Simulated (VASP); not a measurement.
A run of VASP 6.6.1 is set up as follows.

Contents of INCAR:

```
PREC     = Accurate       # precision mode
ENCUT    = 520            # plane-wave cutoff, eV
EDIFF    = 1E-6           # SCF threshold, eV
ISMEAR   = 0              # smearing method
SIGMA    = 0.05           # smearing width, eV
LREAL    = F              # projectors in reciprocal space
LASPH    = T              # aspherical terms in the spheres
NELM     = 80             # most SCF steps
ALGO     = Normal         # electronic algorithm
ISIF     = 2              # what is computed and relaxed
LWAVE    = F              # write WAVECAR
LCHARG   = T              # write CHGCAR
GGA      = PE             # functional
LELF     = T              # ELF
LVHAR    = T            
NBANDS   = 51             # bands
```

The input KPOINTS:

```
Automatic mesh
0
Gamma
  8 8 8
```

File POSCAR:

```
SrTiO3
1.0
   -2.7389670940      2.6864756194      3.8283255864
    2.6864756194     -2.7389670940      3.8283255864
    2.7020253093      2.7020253093     -3.8652673712
Sr Ti O
2 2 6
Direct
    0.7500000000      0.2500000000      0.5000000000
    0.2500000000      0.7500000000      0.5000000000
    0.0000000000      0.0000000000      0.0000000000
    0.5000000000      0.5000000000      0.0000000000
    0.2500000000      0.2500000000      0.0000000000
    0.7500000000      0.7500000000      0.0000000000
    0.7280787197      0.2280787197      0.9561574394
    0.2280787197      0.2719212803      0.5000000000
    0.2719212803      0.7719212803      0.0438425606
    0.7719212803      0.7280787197      0.5000000000
```

Potentials or basis: VASP PAW PBE potentials, release 64 (Sr_sv, Ti_sv, O).

Launch:

```bash
$ cat potpaw_PBE.64/Sr_sv/POTCAR potpaw_PBE.64/Ti_sv/POTCAR potpaw_PBE.64/O/POTCAR > POTCAR
$ mpirun -np 1 vasp_std > vasp.out
```

**Question.** Predict the band gap on the k mesh.

**Answer.** 2.02 eV (least direct gap 2.03 eV).

**Question.** What does it give for the largest force?

**Answer.** 0.077 eV/Å.

**Question.** Estimate the pressure.

**Answer.** 19.9 GPa.

Stress tensor (GPa, compression positive):
```
19.83  2.21  1.79
 2.21 19.83  1.79
 1.79  1.79 20.09
```

Caveat: the cell stands under pressure. A k mesh can miss the band edges.
